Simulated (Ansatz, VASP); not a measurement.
## Two plane-wave programs on SiC3

```xyz
4
Lattice="1.5035 -3.5798 0.0000 1.5035 3.5798 0.0000 0.0000 0.0000 7.8472" Properties=species:S:1:pos:R:3 pbc="T T T"
Si    1.5035    0.0000    0.0000
C     0.0000    0.0000    0.0000
C     0.7518    1.7899    3.9236
C     0.7518   -1.7899    3.9236
```

Alike in both runs: task relaxation of cell and atoms; functional PBE; k mesh 16 × 16 × 6; occupations gaussian, width 0.1 eV; no spin polarisation.

|  | VASP | Ansatz |
| --- | --- | --- |
| version | VASP 6.6.1 | Ansatz 0.2.0 |
| potentials or method | VASP PAW PBE potentials, release 64 (Si, C), cutoff 600 eV | scalar-relativistic, plane waves, PAW |
| valence electrons in the cell | 16 | 16 |

|  | VASP | Ansatz | Ansatz less VASP |
| --- | --- | --- | --- |
| gap on the k mesh at the Fermi level, each at its own relaxed structure (eV) | none | none | - |
| relaxed volume (Å³/atom) | 20.69 | 21.12 | +0.432 |
| relaxed length of the cell vector where the two differ most in proportion (Å) | 3.835 | 3.883 | +0.0479 |

A gap of «none» marks a metal or a gap that the smearing closes.
